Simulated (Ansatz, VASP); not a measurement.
Pb in VASP and in Ansatz

```
Pb
1.0
     3.43297    0.00000    0.00000
    -1.71648    2.97304    0.00000
     0.00000    0.00000    5.51445
Pb
2
Direct
  0.66667 0.33333 0.75000
  0.33333 0.66667 0.25000
```

Change from the starting cell: volume scaled by 0.96.

Alike in both runs: task single point; functional LDA; k mesh 9 × 9 × 5; occupations fermi-dirac, width 0.05 eV; no spin polarisation.

|  | VASP | Ansatz |
| --- | --- | --- |
| version | VASP 6.6.1 | Ansatz 0.2.0 |
| potentials or method | VASP PAW LDA potentials, release 64 (Pb_d), cutoff 520 eV | all-electron LAPW, scalar-relativistic |

|  | VASP | Ansatz | Ansatz less VASP |
| --- | --- | --- | --- |
| gap on the k mesh at the Fermi level (eV) | none | none | - |
| pressure (GPa) | 1.7 | 1.6 | -0.06 |
| traceless stress, the component that is largest in VASP (GPa) | 3.01 | 2.97 | -0.044 |

LDA's correlation is that of Perdew and Zunger in VASP and of Perdew and Wang (1992) in Ansatz. A gap of «none» marks a metal or a gap that the smearing closes. Ansatz ran all-electron here, and VASP with PAW potentials.

Neither program's run includes spin-orbit coupling.
